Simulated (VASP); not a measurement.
# AlN (qlda) (P6_3mc) in VASP: vibrations by perturbation theory with LDA

Aim: the vibrations by perturbation theory of AlN (qlda) with LDA.

All numbers are computed with VASP 6.6.1; they aren't measurements. Logs are shortened: lines on timing, memory, paths and dates and some standing lists are left out, and cuts for length are marked.

### 1 The cell of the first run

It takes space group P6_3mc (No. 186, hexagonal). The conventional cell has a = 3.089 Å, b = 3.089 Å, c = 4.943 Å, α = 90.00°, β = 90.00°, γ = 120.00°. Al (site symmetry 3m) has 4 N at 1.88 to 1.89 Å within 2.5 Å. Within 2.5 Å of N (site symmetry 3m) lie 4 Al at 1.88 to 1.89 Å.

### 2 Vibrations by perturbation theory, LDA

Contents of INCAR:

```
SYSTEM = AlN
PREC     = Accurate       ! precision mode
ENCUT    = 520            ! plane-wave cutoff, eV
EDIFF    = 1E-8           ! SCF threshold, eV
ISMEAR   = 0              ! smearing method
SIGMA    = 0.01           ! smearing width, eV
LREAL    = .FALSE.        ! projectors in reciprocal space
LASPH    = .TRUE.         ! aspherical terms in the spheres
NELM     = 80             ! most SCF steps
ALGO     = Normal         ! electronic algorithm
ISIF     = 2              ! what is computed and relaxed
LWAVE    = .FALSE.        ! write WAVECAR
LCHARG   = .FALSE.        ! write CHGCAR
GGA      = CA             ! functional
IBRION   = 8              ! ionic algorithm
NSW      = 1              ! ionic steps
```

Contents of KPOINTS:

```
regular mesh
0
G
  9 9 4
  0 0 0
```

Contents of POSCAR:

```
AlN
1.0
    3.0886447106      0.0000000000      0.0000000000
   -1.5443223553      2.6748447827      0.0000000000
    0.0000000000      0.0000000000      4.9430764346
Al N
2 2
Direct
    0.6666666667      0.3333333333      0.4990076321
    0.3333333333      0.6666666667      0.9990076321
    0.6666666667      0.3333333333      0.8809923679
    0.3333333333      0.6666666667      0.3809923679
```

Potentials or basis: VASP PAW LDA potentials, release 64 (Al, N).

Started as:

```bash
> cat potpaw_LDA.64/Al/POTCAR potpaw_LDA.64/N/POTCAR > POTCAR
> mpirun -np 1 vasp_std > vasp.out
```

OUTCAR:

```text
SYSTEM = AlN
   PREC = Accurate
   ENCUT = 520
   EDIFF = 1E-8
   ISMEAR = 0
   LREAL = .FALSE.
   LASPH = .TRUE.
   NELM = 80
   ISIF = 2
   GGA = CA
   IBRION = 8
   NSW = 1

 ion  position               nearest neighbor table
   1  0.667  0.333  0.499-   4 1.88   4 1.88   4 1.88   3 1.89   2 3.05   2 3.05   2 3.05   2 3.05
                             2 3.05   2 3.05
   2  0.333  0.667  0.999-   3 1.88   3 1.88   3 1.88   4 1.89   1 3.05   1 3.05   1 3.05   1 3.05
                             1 3.05   1 3.05
   3  0.667  0.333  0.881-   2 1.88   2 1.88   2 1.88   1 1.89
   4  0.333  0.667  0.381-   1 1.88   1 1.88   1 1.88   2 1.89

  LATTYP: Found a hexagonal cell.
 ALAT       =     3.0886447106
 C/A-ratio  =     1.6004030563

  Lattice vectors:

 A1 = (   3.0886447106,   0.0000000000,   0.0000000000)
 A2 = (  -1.5443223553,   2.6748447827,   0.0000000000)
 A3 = (   0.0000000000,   0.0000000000,   4.9430764346)

Analysis of symmetry for initial positions (statically):
=====================================================================
 Subroutine PRICEL returns:
 Original cell was already a primitive cell.

 Routine SETGRP: Setting up the symmetry group for a
 hexagonal supercell.

 Subroutine GETGRP returns: Found 12 space group operations
 (whereof  6 operations were pure point group operations)
 out of a pool of 24 trial point group operations.

The static configuration has the point symmetry C_3v.
 The point group associated with its full space group is C_6v.

Analysis of symmetry for dynamics (positions and initial velocities):
=====================================================================
 Subroutine PRICEL returns:
 Original cell was already a primitive cell.

 Routine SETGRP: Setting up the symmetry group for a
 hexagonal supercell.
[... 560 lines left out ...]
  free  energy   TOTEN  =       -32.8410568614 eV

  energy  without entropy=      -32.8410568614  energy(sigma->0) =      -32.84105686

[... ionic steps 2 to 9 ...]

--------------------------------------- Ionic step       10  -------------------------------------------

------------------------ aborting loop because EDIFF is reached ----------------------------------------

[... ionic steps 11 to 11 ...]

--------------------------------------- Ionic step       12  -------------------------------------------

 Free energy of the ion-electron system (eV)
  ---------------------------------------------------
  ---------------------------------------------------
  free energy    TOTEN  =        -0.25069444 eV

  energy without entropy =       -0.25069444

------------------------ aborting loop because EDIFF is reached ----------------------------------------

 INTERNAL STRAIN TENSOR  FOR ION    3  DIRECTION 3   (eV/Angst):
 -----------------------------------------------------------------------------
     5.98705  0.00000  0.00000
     0.00000  5.98705 -0.00000
     0.00000  0.00000-13.25210

 INTERNAL STRAIN TENSOR FOR ION    4 for displacements in x,y,z  (eV/Angst):
          X           Y           Z          XY          YZ          ZX
  --------------------------------------------------------------------------------
  x     0.00000     0.00000     0.00000   -11.25113    -0.00000     5.65950
  y   -11.25113    11.25113     0.00000     0.00000     5.75757     0.00000
  z     5.98705     5.98705   -13.25210    -0.00000     0.00000     0.00000

 SECOND DERIVATIVES (NOT SYMMETRIZED)
 ------------------------------------
               1X          1Y          1Z          2X          2Y          2Z          3X          3Y          3Z          4X          4Y          4Z
  1X   -16.569640    0.000000   -0.000000    0.677816   -0.000000    0.000000    1.481379    0.000000    0.000000   14.410446   -0.000000    0.000000
  1Y    -0.000000  -16.569640    0.000000    0.000000    0.677816    0.000000   -0.000000    1.481379    0.000000   -0.000000   14.410446   -0.000000
  1Z     0.000000    0.000000  -21.950491    0.000000   -0.000000    8.640341    0.000000    0.000000    6.819952    0.000000    0.000000    6.490198
  2X     0.677816   -0.000000   -0.000000  -16.569640    0.000000    0.000000   14.410446   -0.000000    0.000000    1.481379   -0.000000   -0.000000
  2Y     0.000000    0.677816   -0.000000   -0.000000  -16.569640   -0.000000    0.000000   14.410446    0.000000    0.000000    1.481379   -0.000000
  2Z     0.000000    0.000000    8.640341   -0.000000    0.000000  -21.950491    0.000000    0.000000    6.490198   -0.000000    0.000000    6.819952
  3X     1.479265    0.000000   -0.000000   14.406756   -0.000000    0.000000  -16.636526   -0.000000    0.000000    0.750505    0.000000    0.000000
  3Y     0.000000    1.479265    0.000000    0.000000   14.406756    0.000000    0.000000  -16.636526    0.000000    0.000000    0.750505    0.000000
  3Z     0.000000    0.000000    6.774657    0.000000    0.000000    6.525050    0.000000   -0.000000  -20.552028    0.000000   -0.000000    7.252321
  4X    14.406756   -0.000000    0.000000    1.479265    0.000000    0.000000    0.750505    0.000000   -0.000000  -16.636526   -0.000000    0.000000
  4Y     0.000000   14.406756    0.000000    0.000000    1.479265   -0.000000    0.000000    0.750505    0.000000    0.000000  -16.636526   -0.000000
  4Z     0.000000    0.000000    6.525050    0.000000    0.000000    6.774657    0.000000    0.000000    7.252321   -0.000000    0.000000  -20.552028

 Eigenvectors and eigenvalues of the dynamical matrix
 ----------------------------------------------------

   1 f  =   22.032108 THz   138.431820 2PiTHz  734.912029 cm-1    91.117438 meV
             X         Y         Z           dx          dy          dz
      1.544322  0.891615  2.466633    -0.000000   -0.000000    0.012363
     -0.000000  1.783230  4.938171    -0.000000   -0.000000   -0.012363
      1.544322  0.891615  4.354813     0.000000    0.000000   -0.706999
     -0.000000  1.783230  1.883274     0.000000    0.000000    0.706999
[... 71 lines left out ...]
  12 f/i=    0.003496 THz     0.021966 2PiTHz    0.116615 cm-1     0.014458 meV
             X         Y         Z           dx          dy          dz
      1.544322  0.891615  2.466633    -0.000000    0.000000    0.573666
     -0.000000  1.783230  4.938171    -0.000000    0.000000    0.573666
      1.544322  0.891615  4.354813    -0.000000    0.000000    0.413409
     -0.000000  1.783230  1.883274    -0.000000    0.000000    0.413409

--------------------------------------------------------------------------------------------------------

 ELASTIC MODULI CONTR FROM IONIC RELAXATION (kBar)
 Direction    XX          YY          ZZ          XY          YZ          ZX
 --------------------------------------------------------------------------------
 XX        -790.8105    366.8925    469.1290      0.0000     -0.0000     -0.0000
 YY         366.8925   -790.8105    469.1290     -0.0000      0.0000      0.0000
 ZZ         469.1290    469.1290  -1038.3238      0.0000     -0.0000     -0.0000
 XY           0.0000     -0.0000      0.0000   -578.8515      0.0000     -0.0000
 YZ           0.0000     -0.0000     -0.0000      0.0000   -149.1310      0.0000
 ZX          -0.0000      0.0000     -0.0000     -0.0000      0.0000   -155.7066
 --------------------------------------------------------------------------------
```

Run time: 5.1 min. Hardware: 1 thread of Intel Xeon 8259CL, shared host; peak memory 0.31 GiB.

What came out:

```yaml
Highest_phonon_frequency_at_Γ_LO-TO_splitting_left_out: 735 cm⁻¹
```

Phonon frequencies in cm⁻¹ (negative: imaginary):
| q point | frequencies |
| --- | --- |
| (0.000, 0.000, 0.000) | 0 0 0 239 239 555 626 674 674 685 685 735 |
